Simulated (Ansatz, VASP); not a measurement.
**PtSe2: VASP beside Ansatz**

File INCAR:

```
SYSTEM = PtSe2
PREC = Accurate
ENCUT = 400
EDIFF = 1E-6
ISMEAR = 0
SIGMA = 0.02
LREAL = .FALSE.
LASPH = .TRUE.
NELM = 200
ALGO = Normal
ISIF = 2
LWAVE = .FALSE.
LCHARG = .FALSE.
MAGMOM = 0 0 0 0 0 0 0 0 0
LORBIT = 11
LSORBIT = .TRUE.
GGA_COMPAT = .FALSE.
LORBMOM = .TRUE.
LMAXMIX = 4
LDIPOL = .TRUE.
IDIPOL = 3
DIPOL = 0.5 0.5 0.500
GGA = PE
NBANDS = 35
NELMDL = -8
```

KPOINTS

```
Automatic mesh
0
G
  12 12 1
  0 0 0
```

POSCAR

```
PtSe2
1.0
    3.7480871460      0.0000000000      0.0000000000
   -1.8740435730      3.2459386840      0.0000000000
    0.0000000000      0.0000000000     25.2318168570
Se Pt
2 1
Direct
    0.6666666667      0.3333333333      0.4481625037
    0.3333333333      0.6666666667      0.5518374963
    0.0000000000      0.0000000000      0.5000000000
```

Input for Ansatz:

```yaml
crystal:
  lattice:
    - [3.748087146, 0.0, 0.0]
    - [-1.874043573, 3.245938684, 0.0]
    - [0.0, 0.0, 25.231816857]
  atoms:
    - { symbol: Se, position: [0.6666666667, 0.3333333333, 0.4481625037] }
    - { symbol: Pt, position: [0.0, 0.0, 0.5] }
    - { symbol: Se, position: [0.3333333333, 0.6666666667, 0.5518374963] }
  periodic: [true, true, false]
basis:
  ecutwfc: 420
kpoints:
  mp_grid: { grid: [12, 12, 1] }
  band_path:
    path:
      - [0.0, 0.0, 0.0]
      - [0.015498216, 0.0, 0.0]
      - [0.484501784, 0.0, 0.0]
      - [0.055555556, 0.0, 0.0]
      - [0.111111111, 0.0, 0.0]
      - [0.166666667, 0.0, 0.0]
      - [0.222222222, 0.0, 0.0]
      - [0.277777778, 0.0, 0.0]
      - [0.333333333, 0.0, 0.0]
      - [0.388888889, 0.0, 0.0]
      - [0.444444444, 0.0, 0.0]
      - [0.5, 0.0, 0.0]
      - [0.491052101, 0.017895798, 0.0]
      - [0.342281232, 0.315437535, 0.0]
      - [0.481481481, 0.037037037, 0.0]
      - [0.462962963, 0.074074074, 0.0]
      - [0.444444444, 0.111111111, 0.0]
      - [0.425925926, 0.148148148, 0.0]
      - [0.407407407, 0.185185185, 0.0]
      - [0.388888889, 0.222222222, 0.0]
      - [0.37037037, 0.259259259, 0.0]
      - [0.351851852, 0.296296296, 0.0]
      - [0.333333333, 0.333333333, 0.0]
      - [0.324385434, 0.324385434, 0.0]
      - [0.008947899, 0.008947899, 0.0]
      - [0.296296296, 0.296296296, 0.0]
      - [0.259259259, 0.259259259, 0.0]
      - [0.222222222, 0.222222222, 0.0]
      - [0.185185185, 0.185185185, 0.0]
      - [0.148148148, 0.148148148, 0.0]
      - [0.111111111, 0.111111111, 0.0]
      - [0.074074074, 0.074074074, 0.0]
      - [0.037037037, 0.037037037, 0.0]
    npoints: 1
scf:
  occupations: { method: gaussian, width: 0.02 }
  n_extra_bands: 12
hamiltonian:
  xc: pbe
  pseudopotentials: { kind: paw_fr, azcp: { folder: soft_1 } }
output:
  eigenvalues: true
magnetization:
  noncollinear: true
  spin_orbit: true
```

Alike in both runs: task single point; functional PBE; k mesh 12 × 12 × 1; occupations gaussian, width 0.02 eV; non-collinear spin, spin-orbit coupling.

```csv
,VASP,Ansatz
version,VASP 6.6.1,Ansatz 0.2.0
potentials or method,"VASP PAW PBE potentials, release 64 (Se, Pt), cutoff 400 eV",plane-wave PAW
valence electrons in the cell,22,50
```

|  | VASP | Ansatz | Ansatz less VASP |
| --- | --- | --- | --- |
| net moment per atom (μB) | 0.00 | 0.00 | 0.000 |

With one functional, cell and mesh, what is left measures potentials, basis and numerics. VASP's potentials hold 22 valence electrons a cell and Ansatz's 50, so a difference there can come from the potentials and not from the codes. Ansatz's warnings: slab cell height set.
